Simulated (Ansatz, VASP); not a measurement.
# One calculation of Pt, two programs

```
Pt
1.0
    -1.56348    1.56348    1.56348
     1.56348   -1.56348    1.56348
     1.56348    1.56348   -1.56348
Pt
1
Direct
  0.00000 0.00000 0.00000
```

Alike in both runs: functional PBEsol; k mesh 8 × 8 × 8; occupations gaussian, width 0.1 eV; no spin polarisation.

Ansatz relaxed the structure, and its values are those at the end. VASP's run is a single point on that final structure, the one shown.

```csv
,VASP,Ansatz
version,VASP 6.6.1,Ansatz 0.2.0
potentials or method,"VASP PAW PBE potentials, release 64 (Pt), cutoff 500 eV","scalar-relativistic, plane waves, PAW"
valence electrons in the cell,10,18
```

|  | VASP | Ansatz | Ansatz less VASP |
| --- | --- | --- | --- |
| gap on the k mesh at the Fermi level (eV) | none | none | - |
| pressure (GPa) | -0.3 | 0.0 | +0.33 |

VASP's potentials were made for PBE, not for PBEsol. A gap of «none» marks a metal or a gap that the smearing closes. VASP's potentials hold 10 valence electrons a cell and Ansatz's 18, so a difference there can come from the potentials and not from the codes.

Neither program's run includes spin-orbit coupling.
